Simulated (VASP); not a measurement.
Here is a VASP 6.6.1 calculation.

Contents of INCAR:

```
SYSTEM = Mg5SnN2
PREC = Accurate
ENCUT = 520
EDIFF = 1E-6
ISMEAR = 0
SIGMA = 0.2
LREAL = .False.
LASPH = .True.
NELM = 100
ALGO = Normal
ISIF = 2
LWAVE = .False.
LCHARG = .False.
GGA = PE
NBANDS = 27
```

File KPOINTS:

```
Automatic mesh
0
Gamma
  6 6 2
  0 0 0
```

POSCAR

```
Mg5SnN2
1.0
    3.3878578931     -0.0813017873     -0.0443005920
   -1.7652081171      3.0578432063      0.0026266173
   -0.1773048578     -0.0883913580     13.9112436807
Mg Sn N
5 1 2
Direct
    0.2987048865      0.6506112668      0.2078751492
    0.7123481974      0.3558933149      0.8508193029
    0.0132410934      1.0070292710      0.3597306173
    0.0203837647      0.0086858661      0.6615257175
    0.3249994056      0.6616365882      0.5167513274
   -0.0317534052     -0.0139910824      0.0388015215
    0.3272346557      0.6639306516      0.3608965425
    0.6681747353      0.3328707903      0.5869298218
```

Potentials or basis: VASP PAW PBE potentials, release 64 (Mg, Sn_d, N).

Launch:

```console
$ cat potpaw_PBE.64/Mg/POTCAR potpaw_PBE.64/Sn_d/POTCAR potpaw_PBE.64/N/POTCAR > POTCAR
$ mpirun -np 1 vasp_std > vasp.out
```

What does it give for the pressure?

-0.2 GPa.

Estimate the largest force.

0.023 eV/Å.

Stress tensor (GPa, compression positive):
```
-0.14 -0.06 -0.02
-0.06 -0.10 -0.02
-0.02 -0.02 -0.21
```

Caveat: the k points lie up to 0.36 Å⁻¹ apart.
